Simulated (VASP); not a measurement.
# BN (P6_3/mmc) in VASP: a series of runs, part 3 of 3

VASP 6.6.1.

**4. Vibrations by perturbation theory, LDA**

This run uses another cell than the first one, of 6.76 Å³/atom.

Input file INCAR:

```
PREC = Accurate
ENCUT = 520
EDIFF = 1E-8
ISMEAR = 0
SIGMA = 0.01
LREAL = F
LASPH = T
NELM = 100
ALGO = Normal
ISIF = 2
LWAVE = F
LCHARG = F
GGA = CA
NBANDS = 16
IBRION = 8
NSW = 1
LEPSILON = T
```

Input file KPOINTS:

```
Automatic mesh
0
Gamma
  12 12 6
```

Input file POSCAR:

```
BN
1.0
    2.4575131255      0.0000000000      0.0000000000
   -1.2287565627      2.1282687968      0.0000000000
    0.0000000000      0.0000000000      5.1709941107
B N
2 2
Direct
    0.3333333333      0.6666666667      0.2500000000
    0.6666666667      0.3333333333      0.7500000000
    0.3333333333      0.6666666667      0.7500000000
    0.6666666667      0.3333333333      0.2500000000
```

Potentials or basis: VASP PAW LDA potentials, release 64 (B, N).

Launch:

```console
$ cat potpaw_LDA.64/B/POTCAR potpaw_LDA.64/N/POTCAR > POTCAR
$ mpirun -np 1 vasp_std > vasp.out
```

OUTCAR:

```text
PREC = Accurate
   ENCUT = 520
   EDIFF = 1E-8
   ISMEAR = 0
   LREAL = F
   LASPH = T
   NELM = 100
   ISIF = 2
   GGA = CA
   IBRION = 8
   NSW = 1
   LEPSILON = T

 ion  position               nearest neighbor table
   1  0.333  0.667  0.250-   4 1.42   4 1.42   4 1.42
   2  0.667  0.333  0.750-   3 1.42   3 1.42   3 1.42
   3  0.333  0.667  0.750-   2 1.42   2 1.42   2 1.42
   4  0.667  0.333  0.250-   1 1.42   1 1.42   1 1.42

  LATTYP: Found a hexagonal cell.
 ALAT       =     2.4575131255
 C/A-ratio  =     2.1041572706

  Lattice vectors:

 A1 = (   2.4575131255,   0.0000000000,   0.0000000000)
 A2 = (  -1.2287565627,   2.1282687968,   0.0000000000)
 A3 = (   0.0000000000,   0.0000000000,   5.1709941107)

Analysis of symmetry for initial positions (statically):
=====================================================================
 Subroutine PRICEL returns:
 Original cell was already a primitive cell.

 Routine SETGRP: Setting up the symmetry group for a
 hexagonal supercell.

 Subroutine GETGRP returns: Found 24 space group operations
 (whereof 12 operations were pure point group operations)
 out of a pool of 24 trial point group operations.

The static configuration has the point symmetry D_3d.
 The point group associated with its full space group is D_6h.

Analysis of symmetry for dynamics (positions and initial velocities):
=====================================================================
 Subroutine PRICEL returns:
 Original cell was already a primitive cell.

 Routine SETGRP: Setting up the symmetry group for a
 hexagonal supercell.

 Subroutine GETGRP returns: Found 24 space group operations
 (whereof 12 operations were pure point group operations)
 out of a pool of 24 trial point group operations.

The dynamic configuration has the point symmetry D_3d.
 The point group associated with its full space group is D_6h.

 Subroutine INISYM returns: Found 24 space group operations
 (whereof 12 operations are pure point group operations),
 and found     1 'primitive' translations

----------------------------------------------------------------------------------------

                                     Primitive cell

  volume of cell :      27.0456
[... 689 lines left out ...]
     0.00824  0.00000  0.00000
     0.00000  0.00824 -0.00000
    -0.00000  0.00000 -0.01916

 MACROSCOPIC STATIC DIELECTRIC TENSOR (including local field effects in DFT)
 ------------------------------------------------------
           5.608629     0.000000     0.000000
           0.000000     5.608629    -0.000000
           0.000000    -0.000000     5.155714
 ------------------------------------------------------

 PIEZOELECTRIC TENSOR (including local field effects)  for field in x, y, z        (e  Angst)
          XX          YY          ZZ          XY          YZ          ZX
  --------------------------------------------------------------------------------
  x     0.00000     0.00000     0.00000     0.00000     0.00000     0.00000
  y     0.00000     0.00000     0.00000     0.00000     0.00000     0.00000
  z     0.00000     0.00000     0.00000     0.00000     0.00000     0.00000

 PIEZOELECTRIC TENSOR (including local field effects)  for field in x, y, z        (C/m^2)
          XX          YY          ZZ          XY          YZ          ZX
  --------------------------------------------------------------------------------
  x     0.00000     0.00000     0.00000     0.00000     0.00000     0.00000
  y     0.00000     0.00000     0.00000     0.00000     0.00000     0.00000
  z     0.00000     0.00000     0.00000     0.00000     0.00000     0.00000

 BORN EFFECTIVE CHARGES (including local field effects) (in |e|, cummulative output)
 ---------------------------------------------------------------------------------
 ion    1
    1     2.71258     0.00000     0.00000
    2     0.00000     2.71258     0.00000
    3    -0.00000     0.00000     1.85516
 ion    2
    1     2.71258     0.00000     0.00000
    2     0.00000     2.71258     0.00000
    3     0.00000    -0.00000     1.85516
 ion    3
    1    -2.71258    -0.00000     0.00000
    2    -0.00000    -2.71258     0.00000
    3     0.00000     0.00000    -1.85516
 ion    4
    1    -2.71258    -0.00000     0.00000
    2    -0.00000    -2.71258     0.00000
    3     0.00000     0.00000    -1.85516

 INTERNAL STRAIN TENSOR FOR ION    4 for displacements in x,y,z  (eV/Angst):
          X           Y           Z          XY          YZ          ZX
  --------------------------------------------------------------------------------
  x     0.00000    -0.00000    -0.00000    18.33425     0.00000     0.00000
  y    18.33425   -18.33425     0.00000    -0.00000     0.00000     0.00000
  z     0.00000     0.00000     0.00000    -0.00000     0.00000     0.00000

 SECOND DERIVATIVES (NOT SYMMETRIZED)
 ------------------------------------
               1X          1Y          1Z          2X          2Y          2Z          3X          3Y          3Z          4X          4Y          4Z
  1X   -47.056413   -0.000000    0.000000    0.137593    0.000000    0.000000   -0.237622   -0.000000    0.000000   47.156442    0.000000    0.000000
  1Y    -0.000000  -47.056413    0.000000    0.000000    0.137593    0.000000   -0.000000   -0.237622    0.000000    0.000000   47.156442    0.000000
  1Z     0.000000    0.000000  -10.290202    0.000000    0.000000    4.144688   -0.000000   -0.000000   -2.816183    0.000000    0.000000    8.961697
  2X     0.137593    0.000000    0.000000  -47.056413   -0.000000    0.000000   47.156442    0.000000    0.000000   -0.237622   -0.000000    0.000000
  2Y     0.000000    0.137593    0.000000   -0.000000  -47.056413    0.000000    0.000000   47.156442    0.000000   -0.000000   -0.237622    0.000000
  2Z     0.000000    0.000000    4.144688    0.000000    0.000000  -10.290202    0.000000    0.000000    8.961697   -0.000000   -0.000000   -2.816183
  3X    -0.233729   -0.000000    0.000000   47.158555    0.000000    0.000000  -48.129819   -0.000000    0.000000    1.204993    0.000000    0.000000
  3Y    -0.000000   -0.233729    0.000000    0.000000   47.158555    0.000000   -0.000000  -48.129819    0.000000    0.000000    1.204993    0.000000
  3Z     0.000000   -0.000000   -2.773637    0.000000   -0.000000    8.921451    0.000000    0.000000  -12.682433    0.000000    0.000000    6.534618
  4X    47.158555    0.000000    0.000000   -0.233729   -0.000000    0.000000    1.204993    0.000000    0.000000  -48.129819   -0.000000    0.000000
  4Y     0.000000   47.158555    0.000000   -0.000000   -0.233729    0.000000    0.000000    1.204993    0.000000   -0.000000  -48.129819    0.000000
  4Z     0.000000   -0.000000    8.921451    0.000000   -0.000000   -2.773637    0.000000    0.000000    6.534618    0.000000    0.000000  -12.682433

 Eigenvectors and eigenvalues of the dynamical matrix
 ----------------------------------------------------

   1 f  =   43.716228 THz   274.677162 2PiTHz 1458.216405 cm-1   180.795711 meV
             X         Y         Z           dx          dy          dz
     -0.000000  1.418846  1.292749     0.427158    0.307713   -0.000000
      1.228757  0.709423  3.878246    -0.427158   -0.307713   -0.000000
     -0.000000  1.418846  3.878246     0.383032    0.275926   -0.000000
      1.228757  0.709423  1.292749    -0.383032   -0.275926    0.000000
[... 71 lines left out ...]
  12 f/i=    0.001456 THz     0.009150 2PiTHz    0.048575 cm-1     0.006022 meV
             X         Y         Z           dx          dy          dz
     -0.000000  1.418846  1.292749     0.000000    0.000000   -0.466802
      1.228757  0.709423  3.878246     0.000000    0.000000   -0.466802
     -0.000000  1.418846  3.878246     0.000000    0.000000   -0.531127
      1.228757  0.709423  1.292749     0.000000    0.000000   -0.531127

--------------------------------------------------------------------------------------------------------

 MACROSCOPIC STATIC DIELECTRIC TENSOR IONIC CONTRIBUTION
 ------------------------------------------------------
           2.098400     0.000000     0.000000
           0.000000     2.098400    -0.000000
           0.000000    -0.000000     7.492461
 ------------------------------------------------------

 ELASTIC MODULI CONTR FROM IONIC RELAXATION (kBar)
 Direction    XX          YY          ZZ          XY          YZ          ZX
 --------------------------------------------------------------------------------
 XX        -889.2329    889.2329     -0.0000     -0.0000      0.0000      0.0000
 YY         889.2329   -889.2329      0.0000     -0.0000     -0.0000     -0.0000
 ZZ          -0.0000      0.0000     -0.0000      0.0000     -0.0000     -0.0000
 XY          -0.0000     -0.0000      0.0000   -889.2329      0.0000      0.0000
 YZ           0.0000     -0.0000     -0.0000      0.0000     -0.0000     -0.0000
 ZX           0.0000     -0.0000     -0.0000      0.0000     -0.0000     -0.0000
 --------------------------------------------------------------------------------

 PIEZOELECTRIC TENSOR IONIC CONTR  for field in x, y, z        (C/m^2)
          XX          YY          ZZ          XY          YZ          ZX
  --------------------------------------------------------------------------------
  x     0.00000    -0.00000     0.00000    -0.00000     0.00000     0.00000
  y    -0.00000     0.00000     0.00000    -0.00000     0.00000     0.00000
  z     0.00000    -0.00000     0.00000    -0.00000     0.00000    -0.00000
```

OSZICAR:

```text
N       E                     dE             d eps       ncg     rms          rms(c)
DAV:   1     0.391843858531E+02    0.39184E+02   -0.82477E+03  2432   0.952E+02
DAV:   2    -0.399114300015E+02   -0.79096E+02   -0.71883E+02  3536   0.217E+02
DAV:   3    -0.421526817565E+02   -0.22413E+01   -0.22327E+01  2800   0.344E+01
DAV:   4    -0.421594430698E+02   -0.67613E-02   -0.67602E-02  3176   0.222E+00
[... 167 lines left out ...]
RMM:   7    -0.263522455388E+00    0.14019E-04   -0.25953E-07  4873   0.170E-03    0.215E-04
RMM:   8    -0.263522201802E+00    0.25359E-06    0.43266E-08  5496   0.332E-04    0.240E-05
RMM:   9    -0.263522507953E+00   -0.30615E-06    0.14022E-07  5388   0.779E-05    0.120E-05
RMM:  10    -0.263522480885E+00    0.27067E-07    0.95529E-08  5584   0.540E-05    0.103E-06
RMM:  11    -0.263522481433E+00   -0.54745E-09    0.91930E-08  4663   0.440E-05    0.466E-07
 Linear response finished
```

stdout:

```text
POSCAR found type information on POSCAR B N
 POSCAR found :  2 types and       4 ions
 scaLAPACK will be used
 LDA part: xc-table for (Slater(with rela. corr.)+CA(PZ))
 , standard interpolation
 POSCAR, INCAR and KPOINTS ok, starting setup
 FFT: planning ... GRIDC
 FFT: planning ... GRID_SOFT
 FFT: planning ... GRID
[... 33 lines left out ...]
 first order change of Fermi-energy   0.17547E-03
 force on displaced ion       1 direction 3 :  -0.000   0.000 -10.290
 Born effective charge ion    1 direction 3 :   0.000   0.000   1.855
 Linear response progress:
 first order change of Fermi-energy  -0.45082E-04
 force on displaced ion       3 direction 1 : -48.130   0.002   0.000
 Born effective charge ion    3 direction 1 :  -2.712   0.000   0.000
 Linear response progress:
 first order change of Fermi-energy  -0.74019E-04
 force on displaced ion       3 direction 3 :   0.000  -0.000 -12.682
 Born effective charge ion    3 direction 3 :   0.000  -0.000  -1.855
 Born effective charges drift removed
 Linear response finished
```

It took 4 min on 1 thread of Intel Xeon 6975P-C (Granite Rapids), shared host; peak memory 0.37 GiB.

Results:

```
Electronic dielectric tensor (diagonal)                 : 5.61, 5.61, 5.16
Born charges (mean of the diagonal)                     : B +2.43; N -2.43 e
Highest phonon frequency at Γ, LO-TO splitting left out : 1458 cm⁻¹
```

Phonon frequencies in cm⁻¹ (negative: imaginary):
```csv
q point,frequencies
"(0.000, 0.000, 0.000)",0 0 0 137 137 330 523 792 1446 1446 1458 1458
```

Electronic dielectric tensor:
```
5.61 0.00 0.00
0.00 5.61 0.00
0.00 0.00 5.16
```

Born effective charge tensors (e):
atom 1, B
```
2.71 0.00 0.00
0.00 2.71 0.00
0.00 0.00 1.86
```
atom 2, B
```
2.71 0.00 0.00
0.00 2.71 0.00
0.00 0.00 1.86
```
atom 3, N
```
-2.71  0.00  0.00
 0.00 -2.71  0.00
 0.00  0.00 -1.86
```
atom 4, N
```
-2.71  0.00  0.00
 0.00 -2.71  0.00
 0.00  0.00 -1.86
```

Caveat: the cell stands under pressure or tension, which shifts response properties.
